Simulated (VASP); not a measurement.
# GaP (F-43m) in VASP: notebook, part 2 of 2

VASP 6.6.1. Earlier steps stand in the parts before.

### 4 Relaxation of cell and atoms, PBE, target pressure 8 GPa, at which the enthalpy is minimised

INCAR

```
ALGO = Normal
EDIFF = 1E-7
EDIFFG = -0.01
ENCUT = 500
GGA = PE
GGA_COMPAT = F
IBRION = 2
ISIF = 3
ISMEAR = 0
LASPH = T
LCHARG = F
LREAL = F
LWAVE = F
NELM = 120
NELMIN = 4
NSW = 80
PREC = Accurate
PSTRESS = 80.0
SIGMA = 0.01
```

KPOINTS

```
k-points
0
Gamma
  7 7 7
```

POSCAR

```
GaP
1.0
    0.0000000000      2.7252500000      2.7252500000
    2.7252500000      0.0000000000      2.7252500000
    2.7252500000      2.7252500000      0.0000000000
Ga P
1 1
Direct
    0.0000000000      0.0000000000      0.0000000000
    0.2500000000      0.2500000000      0.2500000000
```

Potentials or basis: VASP PAW PBE potentials, release 64 (Ga_d, P).

Command:

```console
cat potpaw_PBE.64/Ga_d/POTCAR potpaw_PBE.64/P/POTCAR > POTCAR
mpirun -np 1 vasp_std > vasp.out
```

OUTCAR:

```text
EDIFF = 1E-7
   EDIFFG = -0.01
   ENCUT = 500
   GGA = PE
   IBRION = 2
   ISIF = 3
   ISMEAR = 0
   LASPH = T
   LREAL = F
   NELM = 120
   NELMIN = 4
   NSW = 80
   PREC = Accurate
   PSTRESS = 80.0

 ion  position               nearest neighbor table
   1  0.000  0.000  0.000-   2 2.36   2 2.36   2 2.36   2 2.36
   2  0.250  0.250  0.250-   1 2.36   1 2.36   1 2.36   1 2.36

  LATTYP: Found a face centered cubic cell.
 ALAT       =     5.4505000000

  Lattice vectors:

 A1 = (   0.0000000000,   2.7252500000,   2.7252500000)
 A2 = (   2.7252500000,   0.0000000000,   2.7252500000)
 A3 = (   2.7252500000,   2.7252500000,   0.0000000000)

Analysis of symmetry for initial positions (statically):
=====================================================================
 Subroutine PRICEL returns:
 Original cell was already a primitive cell.

 Routine SETGRP: Setting up the symmetry group for a
 face centered cubic supercell.

 Subroutine GETGRP returns: Found 24 space group operations
 (whereof 24 operations were pure point group operations)
 out of a pool of 48 trial point group operations.

The static configuration has the point symmetry T_d .

Analysis of symmetry for dynamics (positions and initial velocities):
=====================================================================
 Subroutine PRICEL returns:
 Original cell was already a primitive cell.

 Routine SETGRP: Setting up the symmetry group for a
 face centered cubic supercell.

 Subroutine GETGRP returns: Found 24 space group operations
 (whereof 24 operations were pure point group operations)
 out of a pool of 48 trial point group operations.

The dynamic configuration has the point symmetry T_d .

 Subroutine INISYM returns: Found 24 space group operations
 (whereof 24 operations are pure point group operations),
 and found     1 'primitive' translations

----------------------------------------------------------------------------------------

                                     Primitive cell

  volume of cell :      40.4808

  direct lattice vectors                    reciprocal lattice vectors
     0.000000000  2.725250000  2.725250000    -0.183469406  0.183469406  0.183469406
     2.725250000  0.000000000  2.725250000     0.183469406 -0.183469406  0.183469406
     2.725250000  2.725250000  0.000000000     0.183469406  0.183469406 -0.183469406

  length of vectors
     3.854085511  3.854085511  3.854085511     0.317778334  0.317778334  0.317778334

  position of ions in fractional coordinates (direct lattice)
     0.000000000  0.000000000  0.000000000
     0.250000000  0.250000000  0.250000000

  ion indices of the primitive-cell ions
   primitive index   ion index
                 1           1
                 2           2

----------------------------------------------------------------------------------------

 KPOINTS: k-points

Automatic generation of k-mesh.
 Grid dimensions read from file:
 generate k-points for:    7    7    7

 Generating k-lattice:

  Cartesian coordinates                     Fractional coordinates (reciprocal lattice)
    -0.026209915  0.026209915  0.026209915     0.142857143  0.000000000  0.000000000
     0.026209915 -0.026209915  0.026209915     0.000000000  0.142857143  0.000000000
     0.026209915  0.026209915 -0.026209915     0.000000000  0.000000000  0.142857143

  Length of vectors
     0.045396905  0.045396905  0.045396905

  Shift w.r.t. Gamma in fractional coordinates (k-lattice)
     0.000000000  0.000000000  0.000000000

 Subroutine IBZKPT returns following result:
 ===========================================

 Found     20 irreducible k-points:

 Following reciprocal coordinates:
            Coordinates               Weight
  0.000000  0.000000  0.000000      1.000000
  0.142857  0.000000  0.000000      8.000000
  0.285714  0.000000  0.000000      8.000000
  0.428571  0.000000  0.000000      8.000000
  0.142857  0.142857  0.000000      6.000000
  0.285714  0.142857  0.000000     24.000000
[... 12 lines left out ...]
 -0.428571  0.428571  0.142857     24.000000
 -0.285714  0.428571  0.142857     24.000000
   k-points           NKPTS =     20   k-points in BZ     NKDIM =     20   number of bands    NBANDS=     13
   number of dos      NEDOS =    301   number of ions     NIONS =      2
   total plane-waves  NPLWV =  21952
   dimension x,y,z NGX =    28 NGY =   28 NGZ =   28
   dimension x,y,z NGXF=    56 NGYF=   56 NGZF=   56
   ions per type =               1   1
   NGX,Y,Z   is equivalent  to a cutoff of  12.08, 12.08, 12.08 a.u.
   NGXF,Y,Z  is equivalent  to a cutoff of  24.16, 24.16, 24.16 a.u.
 SYSTEM =  unknown system
   PREC   = accura    normal or accurate (medium, high low for compatibility)
   ISTART =      0    job   : 0-new  1-cont  2-samecut
   ICHARG =      2    charge: 1-file 2-atom 10-const
   ISPIN  =      1    spin polarized calculation?
   LNONCOLLINEAR =      F non collinear calculations
   LSORBIT =      F    spin-orbit coupling
   LASPH  =      T    aspherical Exc in radial PAW
   ENCUT  =  500.0 eV  36.75 Ry    6.06 a.u.   7.03  7.03  7.03*2*pi/ulx,y,z
   NELM   =    120;   NELMIN=  4; NELMDL= -5     # of ELM steps
   EDIFF  = 0.1E-06   stopping-criterion for ELM
   LREAL  =      F    real-space projection
   EDIFFG = -.1E-01   stopping-criterion for IOM
   NSW    =     80    number of steps for IOM
   IBRION =      2    ionic relax: 0-MD 1-quasi-New 2-CG
   NFREE  =      1    steps in history (QN), initial steepest desc. (CG)
   ISIF   =      3    stress and relaxation
   ISYM   =      2    0-nonsym 1-usesym 2-fastsym
   POTIM  = 0.5000    time-step for ionic-motion
   TEBEG  =    0.0;   TEEND  =   0.0 temperature during run
   PSTRESS=   80.0 pullay stress
   NELECT =      18.0000    total number of electrons
   NUPDOWN=      -1.0000    fix difference up-down
   EMIN   =  10.00;   EMAX   =-10.00  energy-range for DOS
   EFERMI =   0.00;   METHOD = LEGACY
   ISMEAR =     0;   SIGMA  =   0.01  broadening in eV -4-tet -1-fermi 0-gaus
   EFERMI_NEDOS =   21; number of points for ismear=-14 and -15
   IALGO  =     38    algorithm
   IMIX   =      4    mixing-type and parameters
     AMIX     =   0.40;   BMIX     =  1.00
     AMIX_MAG =   1.60;   BMIX_MAG =  1.00
  volume/ion in A,a.u.               =      20.24       136.59
  Fermi-wavevector in a.u.,A,eV,Ry     =   1.249538  2.361284 21.243377  1.561344
  Thomas-Fermi vector in A             =   2.383574
   LORBIT       =      0    0 simple, 1 ext, 2 COOP (PROOUT), +10 PAW based schemes
   GGA     = PE    functional components
   LHFCALC =     F    Hartree Fock is set to
   AEXX    =    0.0000 exact exchange contribution
   IVDW    =     0    specifies the selected vdW correction
   LEPSILON=     F    determine dielectric tensor
   LRPA    =     F    only Hartree local field effects (RPA)
 conjugate gradient relaxation of ions
 non-spin polarized calculation
 Gauss-broadening in eV      SIGMA  =   0.01
  energy-cutoff  :      500.00
  volume of cell :       40.48
 maximum number of plane-waves:      1040
   NGX = 13   NGY = 13   NGZ = 13

--------------------------------------- Ionic step        1  -------------------------------------------

 number of electron      18.0000016 magnetization

 Free energy of the ion-electron system (eV)
  ---------------------------------------------------
  ext. energy  EPLUGINS =         0.00000000
  ---------------------------------------------------
  free energy    TOTEN  =        -9.11233635 eV

  energy without entropy =       -9.11233635  energy(sigma->0) =       -9.11233635

 E-fermi :   4.7084     XC(G=0):  -9.8319

 val. band max:        4.6545603778   @ k =   0.0000   0.0000   0.0000
 cond. band min:       6.2447397430   @ k =   0.4286   0.4286   0.0000
 fundamental gap:      1.5901793652
 Fermi energy:         4.7083863263

 k-point     1 :       0.0000    0.0000    0.0000
  band No.  band energies     occupation
      1      -9.8991      2.00000
      2      -9.8991      2.00000
      3      -9.8991      2.00000
      4      -9.7995      2.00000
      5      -9.7995      2.00000
      6      -7.8376      2.00000
      7       4.6546      2.00000
      8       4.6546      2.00000
      9       4.6546      2.00000
     10       6.4804      0.00000
     11       8.5425      0.00000
     12       8.5425      0.00000
     13       8.5425      0.00000
[... 375 lines left out ...]
  enthalpy is  TOTEN    =        -7.1012035247 eV   P V=        1.8239241826

--------------------------------------- Ionic step        3  -------------------------------------------

 number of electron      17.9999985 magnetization

 Free energy of the ion-electron system (eV)
  ---------------------------------------------------
  ext. energy  EPLUGINS =         0.00000000
  ---------------------------------------------------
  free energy    TOTEN  =        -9.04275041 eV

  energy without entropy =       -9.04275041  energy(sigma->0) =       -9.04275041

 E-fermi :   5.3431     XC(G=0): -10.0880

 val. band max:        5.2409413026   @ k =   0.0000   0.0000   0.0000
 cond. band min:       6.7266975335   @ k =   0.4286   0.4286   0.0000
 fundamental gap:      1.4857562309
 Fermi energy:         5.3430899605

 k-point     1 :       0.0000    0.0000    0.0000
  band No.  band energies     occupation
      1      -9.4187      2.00000
      2      -9.4187      2.00000
      3      -9.4187      2.00000
      4      -9.3008      2.00000
      5      -9.3008      2.00000
      6      -7.6848      2.00000
      7       5.2409      2.00000
      8       5.2409      2.00000
      9       5.2409      2.00000
     10       7.5349      0.00000
     11       9.1086      0.00000
     12       9.1086      0.00000
     13       9.1086      0.00000
[... 331 lines left out ...]
  FREE ENERGIE OF THE ION-ELECTRON SYSTEM (eV)
  ---------------------------------------------------
  free  energy   TOTEN  =        -9.0427504096 eV

  energy  without entropy=       -9.0427504096  energy(sigma->0) =       -9.04275041

  enthalpy is  TOTEN    =        -7.1309188572 eV   P V=        1.9118315524

 reached required accuracy - stopping structural energy minimisation
```

Wall time 79 s (1 thread of Intel Xeon 8259CL, shared host); peak memory 0.13 GiB.

Results:

* Free energy: -9.0428 eV
* Relaxed volume: 19.14 Å³/atom
* Relaxed cell: a = 3.783 Å, b = 3.783 Å, c = 3.783 Å, α = 60.00°, β = 60.00°, γ = 60.00°
* Space group after relaxing (to 0.1 Å): F-43m (No. 216)
* Energy change on relaxing (the run minimises the enthalpy): +34.8 meV/atom
* Ionic steps: 3
* Pressure after relaxing: 8.0 GPa
* Band gap on the k mesh: 1.49 eV (least direct gap 2.29 eV)

Step by step:
```csv
step,energy change (eV),largest force (eV/Å),pressure (GPa),volume (Å³)
1,0.0000,0.0000,2.48,40.48
2,0.1872,0.0000,13.66,36.53
3,0.0696,0.0000,7.97,38.29
```

Final structure:
```xyz
2
Lattice="0.0000 2.6751 2.6751 2.6751 0.0000 2.6751 2.6751 2.6751 0.0000" Properties=species:S:1:pos:R:3 pbc="T T T"
Ga    0.0000    0.0000    0.0000
P     1.3376    1.3376    1.3376
```

Levels at points of the mesh, in eV from the valence-band top:
```csv
k point,band 6,band 7,band 8,band 9,band 10,band 11,band 12,band 13
"(0.00, 0.00, 0.00)",-12.93,0.00,0.00,0.00,2.29,3.87,3.87,3.87
```

Caveat: the cell is relaxed towards a set pressure, so the run minimises the enthalpy, not the energy; an odd mesh through Γ misses points on the zone boundary, where band edges can lie. PBE gaps usually lie below the measured ones, often by a third to a half.

### 5 The runs side by side

```csv
cell,gap on the mesh (eV),pressure (GPa)
relaxed to 4 GPa,1.56,4.0
relaxed to 6 GPa,1.52,6.0
relaxed to 8 GPa,1.49,8.0
```

Alike in all rows: task relaxation of cell and atoms; level PBE; potentials or basis VASP PAW PBE potentials, release 64 (Ga_d, P); no spin polarisation; k mesh 7 × 7 × 7; cutoff (eV) 500; smearing gaussian 0.01 eV.

Caveats: the cell is relaxed towards a set pressure, so the run minimises the enthalpy, not the energy; an odd mesh through Γ misses points on the zone boundary, where band edges can lie.

Absolute energies hang on the potentials; compare differences alone.
